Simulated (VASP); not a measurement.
## Rh: single point with PBE+D3(BJ)

The system is Rh.

```xyz
1
Lattice="0.0000 1.8657 1.8657 1.8657 0.0000 1.8657 1.8657 1.8657 0.0000" Properties=species:S:1:pos:R:3 pbc="T T T"
Rh    0.0000    0.0000    0.0000
```

```
Program             : VASP 6.6.1
Task                : single point
Functional          : PBE
Dispersion          : D3(BJ)
Potentials or basis : VASP PAW PBE potentials, release 64 (Rh_pv)
Cutoff              : 500 eV
k mesh              : 13 × 13 × 13
Occupations         : methfessel-paxton, width 0.1 eV
Spin                : no spin polarisation
```

```json
{
 "Pressure": "16.1 GPa",
 "Band gap on the k mesh": "zero (an odd number of electrons rules out a gap without spin polarisation)",
 "Dispersion energy per atom": "-0.687 eV"
}
```

Levels at points of the mesh, in eV from the Fermi level:
| k point | band 3 | band 4 | band 5 | band 6 | band 7 | band 8 | band 9 | band 10 | band 11 | band 12 |
| --- | --- | --- | --- | --- | --- | --- | --- | --- | --- | --- |
| (0.00, 0.00, 0.00) | -46.46 | -8.36 | -3.34 | -3.34 | -3.34 | -1.06 | -1.06 | 15.96 | 20.38 | 21.75 |

Wall time 21 s on 1 thread of Intel Xeon 8259CL, with other jobs on the host, peak memory 0.14 GiB.

Caveat: the cell stands under pressure.
